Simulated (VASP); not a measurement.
**Pb: single point with PBE**

Crystal: Pb.

```xyz
2
Lattice="0.0000 2.6017 2.6017 2.6017 0.0000 2.6017 2.6017 2.6017 0.0000" Properties=species:S:1:pos:R:3 pbc="T T T"
Pb   -0.6504   -0.6504   -0.6504
Pb    0.6504    0.6504    0.6504
```

This cell differs from its parent crystal: volume scaled by 0.4.

| Item | Value |
| --- | --- |
| Program | VASP 6.6.1 |
| Task | single point |
| Functional | PBE |
| Potentials or basis | VASP PAW PBE potentials, release 64 (Pb_d) |
| Cutoff | 520 eV |
| k mesh | 11 × 11 × 11 |
| Occupations | fermi-dirac, width 0.1 eV |
| Spin | no spin polarisation |

```yaml
Pressure: 218.3 GPa
Band_gap_on_the_k_mesh: zero (band 14 reaches 18.79 eV, above the bottom of band 15 at 16.91 eV)
```

Levels at points of the mesh, in eV from the Fermi level:
```csv
k point,band 10,band 11,band 12,band 13,band 14,band 15,band 16,band 17,band 18,band 19
"(0.00, 0.00, 0.00)",-18.96,-18.96,1.60,1.63,1.63,1.63,2.79,2.85,2.85,2.85
```

Run time: 21 s on 1 thread of AMD EPYC 9R45 96-Core Processor (Zen 5) (shared host), peak memory 0.14 GiB.

Caveat: spin-orbit coupling is left out, which moves the levels of the heavy elements.
